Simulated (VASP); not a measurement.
Here is a VASP 6.6.1 calculation.

INCAR

```
PREC = Accurate ; ENCUT = 600
EDIFF = 1E-6 ; ISMEAR = 0
SIGMA = 0.1 ; LREAL = False
LASPH = True ; NELM = 80
ALGO = Normal ; ISIF = 3
LWAVE = False ; LCHARG = False
GGA = PS ; IBRION = 2
NSW = 80 ; EDIFFG = -0.01
```

The input KPOINTS:

```
regular mesh
0
Gamma
  16 16 12
```

The input POSCAR:

```
AgO2
1.0
    2.7981375492     -1.6148792700     -0.0001152961
    2.7981375492      1.6148792700     -0.0001152961
   -0.0028433179      0.0000000000      3.7808876577
O Ag
2 1
Direct
    0.6664796986      0.6664796986      0.7519326246
    0.3335203014      0.3335203014      0.2480673754
    0.0000000000      0.0000000000      0.0000000000
```

Potentials or basis: VASP PAW PBE potentials, release 64 (O, Ag).

The run is started by

```bash
$ cat potpaw_PBE.64/O/POTCAR potpaw_PBE.64/Ag/POTCAR > POTCAR
$ mpirun -np 1 vasp_std > vasp.out
```

Q: Predict the relaxed volume.

A: 11.20 Å³/atom.

Q: What does it give for the band gap on the k mesh?

A: Zero (an odd number of electrons rules out a gap without spin polarisation).

Q: Estimate the relaxed cell.

A: a = 3.234 Å, b = 3.234 Å, c = 3.710 Å, α = 90.02°, β = 90.02°, γ = 60.00°.

Forces in eV/Å, atoms in the order of the input:
```
O    0.004  0.000 -0.003
O   -0.004  0.000  0.003
Ag   0.000  0.000  0.000
```

Caveat: the PAW data sets were made with another functional, which shifts forces and pressure a little; an odd number of electrons without spin polarisation forces a metal; a magnetic or distorted state may lie lower.
